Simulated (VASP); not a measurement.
# GaN (zincblende type) (F-43m) in VASP: relaxation of cell and atoms with LDA

Aim: the relaxation of cell and atoms of GaN (zincblende type) with LDA.

Program: VASP 6.6.1. These are calculated values, not measurements. Logs are shortened: lines on timing, memory, paths and dates and some standing lists are left out, and cuts for length are marked.

## 1. The cell of the first run

The structure is cubic, space group F-43m (No. 216). The conventional cell has a = 4.334 Å, b = 4.334 Å, c = 4.334 Å, α = 90.00°, β = 90.00°, γ = 90.00°. Within 2.5 Å of Ga (site symmetry -43m) lie 4 N at 1.88 Å. N (site symmetry -43m) has 4 Ga at 1.88 Å within 2.5 Å.

## 2. Relaxation of cell and atoms, LDA, collinear spin, ferrimagnetic start

File INCAR:

```
  ALGO = Normal
  EDIFF = 1E-6
  EDIFFG = -0.005
  ENCUT = 600
  GGA = CA
  IBRION = 2
  ISIF = 3
  ISMEAR = -1
  ISPIN = 2
  LASPH = True
  LCHARG = False
  LORBIT = 11
  LREAL = False
  LWAVE = False
  MAGMOM = 2 -4
  NELM = 150
  NSW = 60
  PREC = Accurate
  SIGMA = 0.05
```

File KPOINTS:

```
k-points
0
Gamma
  17 17 17
```

File POSCAR:

```
GaN
1.0
    0.0000000000      2.1670925389      2.1670925389
    2.1670925389      0.0000000000      2.1670925389
    2.1670925389      2.1670925389      0.0000000000
Ga N
1 1
Direct
    0.0000000000      0.0000000000      0.0000000000
    0.2500000000      0.2500000000      0.2500000000
```

Potentials or basis: VASP PAW LDA potentials, release 64 (Ga_d, N).

Launch:

```
cat potpaw_LDA.64/Ga_d/POTCAR potpaw_LDA.64/N/POTCAR > POTCAR
mpirun -np 1 vasp_std > vasp.out
```

OUTCAR:

```text
EDIFF = 1E-6
   EDIFFG = -0.005
   ENCUT = 600
   GGA = CA
   IBRION = 2
   ISIF = 3
   ISMEAR = -1
   ISPIN = 2
   LASPH = True
   LORBIT = 11
   LREAL = False
   NELM = 150
   NSW = 60
   PREC = Accurate

 ion  position               nearest neighbor table
   1  0.000  0.000  0.000-   2 1.88   2 1.88   2 1.88   2 1.88
   2  0.250  0.250  0.250-   1 1.88   1 1.88   1 1.88   1 1.88

  LATTYP: Found a face centered cubic cell.
 ALAT       =     4.3341850778

  Lattice vectors:

 A1 = (   0.0000000000,   2.1670925389,   2.1670925389)
 A2 = (   2.1670925389,   0.0000000000,   2.1670925389)
 A3 = (   2.1670925389,   2.1670925389,   0.0000000000)

Analysis of symmetry for initial positions (statically):
=====================================================================
 Subroutine PRICEL returns:
 Original cell was already a primitive cell.

 Routine SETGRP: Setting up the symmetry group for a
 face centered cubic supercell.

 Subroutine GETGRP returns: Found 24 space group operations
 (whereof 24 operations were pure point group operations)
 out of a pool of 48 trial point group operations.

The static configuration has the point symmetry T_d .

Analysis of symmetry for dynamics (positions and initial velocities):
=====================================================================
 Subroutine PRICEL returns:
 Original cell was already a primitive cell.

 Routine SETGRP: Setting up the symmetry group for a
 face centered cubic supercell.

 Subroutine GETGRP returns: Found 24 space group operations
 (whereof 24 operations were pure point group operations)
 out of a pool of 48 trial point group operations.

The dynamic configuration has the point symmetry T_d .

Analysis of structural, dynamic, and magnetic symmetry:
=====================================================================
 Subroutine PRICEL returns:
 Original cell was already a primitive cell.

 Routine SETGRP: Setting up the symmetry group for a
 face centered cubic supercell.

 Subroutine GETGRP returns: Found 24 space group operations
 (whereof 24 operations were pure point group operations)
 out of a pool of 48 trial point group operations.

The overall configuration has the point symmetry T_d .

 Subroutine INISYM returns: Found 24 space group operations
 (whereof 24 operations are pure point group operations),
 and found     1 'primitive' translations

[... 122 lines left out ...]
   IVDW    =     0    specifies the selected vdW correction
   LEPSILON=     F    determine dielectric tensor
   LRPA    =     F    only Hartree local field effects (RPA)
 conjugate gradient relaxation of ions
 spin polarized calculation
  energy-cutoff  :      600.00
  volume of cell :       20.35
 maximum number of plane-waves:       691
   NGX = 13   NGY = 13   NGZ = 13

--------------------------------------- Ionic step        1  -------------------------------------------

 number of electron      17.9999989 magnetization      -0.0005247

 number of electron      17.9999989 magnetization       0.0000669

 Free energy of the ion-electron system (eV)
  ---------------------------------------------------
  ext. energy  EPLUGINS =         0.00000000
  ---------------------------------------------------
  free energy    TOTEN  =       -13.82696379 eV

  energy without entropy =      -13.82696379  energy(sigma->0) =      -13.82696379

------------------------ aborting loop because EDIFF is reached ----------------------------------------

  FORCE on cell =-STRESS in cart. coord.  units (eV):
  Direction    XX          YY          ZZ          XY          YZ          ZX
  --------------------------------------------------------------------------------------
  -------------------------------------------------------------------------------------
  Total        2.7176035      2.7176035      2.7176035     -0.0000000      0.0000000     -0.0000000
  in kB      213.9115844    213.9115844    213.9115844     -0.0000000      0.0000000     -0.0000000
  external PRESSURE =     213.9115844 kB  Pullay stress =       0.0000000 kB
[... 137 lines left out ...]
--------------------------------------- Ionic step        5  -------------------------------------------

 number of electron      18.0000015 magnetization      -0.0000000

 Free energy of the ion-electron system (eV)
  ---------------------------------------------------
  ext. energy  EPLUGINS =         0.00000000
  ---------------------------------------------------
  free energy    TOTEN  =       -13.94282692 eV

  energy without entropy =      -13.94282692  energy(sigma->0) =      -13.94282692

 E-fermi :   6.3641     XC(G=0): -12.2762

 val. band max:        5.3606302466   @ k =   0.0000   0.0000   0.0000
 cond. band min:       7.2996284817   @ k =   0.0000   0.0000   0.0000
 fundamental gap:      1.9389982351
 Fermi energy:         6.3640683474

 spin component 1

 k-point     1 :       0.0000    0.0000    0.0000
  band No.  band energies     occupation
      1     -10.7013      1.00000
      2      -8.2236      1.00000
      3      -8.2236      1.00000
      4      -8.2236      1.00000
      5      -7.8749      1.00000
      6      -7.8749      1.00000
      7       5.3606      1.00000
      8       5.3606      1.00000
      9       5.3606      1.00000
     10       7.2996      0.00000
     11      15.6546      0.00000
     12      15.6546      0.00000
     13      15.6546      0.00000
     14      23.0650      0.00000
[... 379 lines left out ...]
      3      -8.1880      1.00000
      4      -8.1321      1.00000
      5      -7.8847      1.00000
      6      -7.8686      1.00000
      7       3.5280      1.00000
      8       4.8730      1.00000
      9       5.2349      1.00000
     10       8.7055      0.00000
     11      14.7446      0.00000
     12      15.9583      0.00000
     13      15.9637      0.00000
     14      21.7653      0.00000

 [... further k-points ...]

 spin component 2

 k-point     1 :       0.0000    0.0000    0.0000
  band No.  band energies     occupation
      1     -10.7013      1.00000
      2      -8.2236      1.00000
      3      -8.2236      1.00000
      4      -8.2236      1.00000
      5      -7.8749      1.00000
      6      -7.8749      1.00000
      7       5.3606      1.00000
      8       5.3606      1.00000
      9       5.3606      1.00000
     10       7.2996      0.00000
     11      15.6546      0.00000
     12      15.6546      0.00000
     13      15.6546      0.00000
     14      23.0650      0.00000
[... 420 lines left out ...]
  FREE ENERGIE OF THE ION-ELECTRON SYSTEM (eV)
  ---------------------------------------------------
  free  energy   TOTEN  =       -13.9428269183 eV

  energy  without entropy=      -13.9428269183  energy(sigma->0) =      -13.94282692

 reached required accuracy - stopping structural energy minimisation

 total charge

# of ion       s       p       d       tot
------------------------------------------
    1        0.804   0.946  10.194  11.944
    2        1.207   2.507   0.000   3.715
--------------------------------------------------
tot          2.011   3.453  10.194  15.659

 magnetization (x)

# of ion       s       p       d       tot
------------------------------------------
    1       -0.000  -0.000   0.000  -0.000
    2        0.000   0.000   0.000   0.000
--------------------------------------------------
tot          0.000   0.000   0.000   0.000
```

OSZICAR:

```text
N       E                     dE             d eps       ncg     rms          rms(c)
[... 39 lines left out ...]
DAV:   2    -0.139429307725E+02    0.37670E-03   -0.57439E-04 11274   0.806E-01    0.589E-02
DAV:   3    -0.139428390541E+02    0.91718E-04   -0.91202E-05 10944   0.371E-01    0.146E-02
DAV:   4    -0.139428269404E+02    0.12114E-04   -0.12911E-05 12004   0.508E-02    0.110E-03
DAV:   5    -0.139428269076E+02    0.32728E-07   -0.36111E-07  4692   0.723E-03
   4 F= -.13942827E+02 E0= -.13942827E+02  d E =-.115863E+00  mag=     0.0000
       N       E                     dE             d eps       ncg     rms          rms(c)
DAV:   1    -0.139428269221E+02    0.18284E-07   -0.72114E-08  4656   0.607E-03    0.665E-04
DAV:   2    -0.139428269183E+02    0.37462E-08   -0.21644E-08  4644   0.380E-03
   5 F= -.13942827E+02 E0= -.13942827E+02  d E =-.106975E-07  mag=     0.0000
```

CONTCAR:

```text
GaN
   1.00000000000000
     0.0000000000000000    2.2314951519534199    2.2314951519534199
     2.2314951519534199   -0.0000000000000000    2.2314951519534199
     2.2314951519534199    2.2314951519534199   -0.0000000000000000
  Ga              N
     1     1
Direct
     1.0000000000000000    0.0000000000000000    0.0000000000000000
     0.2500000000000000    0.2500000000000000    0.2500000000000000

  0.00000000E+00  0.00000000E+00  0.00000000E+00
  0.00000000E+00  0.00000000E+00  0.00000000E+00
```

Run time: 3 min. Hardware: 1 thread of AMD EPYC 9R45 (Zen 5), shared host; peak memory 0.19 GiB.

What came out:

```yaml
Free_energy: -13.9428 eV
Relaxed_volume: 11.11 Å³/atom
Relaxed_cell: a = 3.156 Å, b = 3.156 Å, c = 3.156 Å, α = 60.00°, β = 60.00°, γ = 60.00°
Space_group_after_relaxing_to_0.05_Å: F-43m (No. 216)
Energy_gained_by_relaxing: 57.9 meV/atom
Ionic_steps: 5
Pressure_after_relaxing: 0.1 GPa
Band_gap_on_the_k_mesh: 1.94 eV, direct
Net_moment: 0.00 μB per cell
Valence_electrons_inside_the_program's_atomic_spheres: Ga 11.94; N 3.71
```

Step by step:
```csv
step,energy change (eV),largest force (eV/Å),pressure (GPa),volume (Å³)
1,0.0000,0.0000,21.39,20.35
2,0.0188,0.0000,-16.29,24.63
3,-0.1158,0.0000,-0.27,22.26
4,-0.1159,0.0000,0.10,22.22
5,-0.1159,0.0000,0.06,22.22
```

Final structure:
```yaml
crystal:
  lattice:
    - [0.00000, 2.23150, 2.23150]
    - [2.23150, 0.00000, 2.23150]
    - [2.23150, 2.23150, 0.00000]
  atoms:
    - { symbol: Ga, position: [0.00000, 0.00000, 0.00000] }
    - { symbol: N, position: [0.25000, 0.25000, 0.25000] }
```

Levels at points of the mesh, in eV from the valence-band top:
Spin up:
```
           k point  band 6  band 7  band 8  band 9  band 10  band 11  band 12  band 13
(0.00, 0.00, 0.00)  -13.24    0.00    0.00    0.00     1.94    10.29    10.29    10.29
```
Spin down:
| k point | band 5 | band 6 | band 7 | band 8 | band 9 | band 10 | band 11 | band 12 | band 13 | band 14 |
| --- | --- | --- | --- | --- | --- | --- | --- | --- | --- | --- |
| (0.00, 0.00, 0.00) | -13.24 | -13.24 | 0.00 | 0.00 | 0.00 | 1.94 | 10.29 | 10.29 | 10.29 | 17.70 |
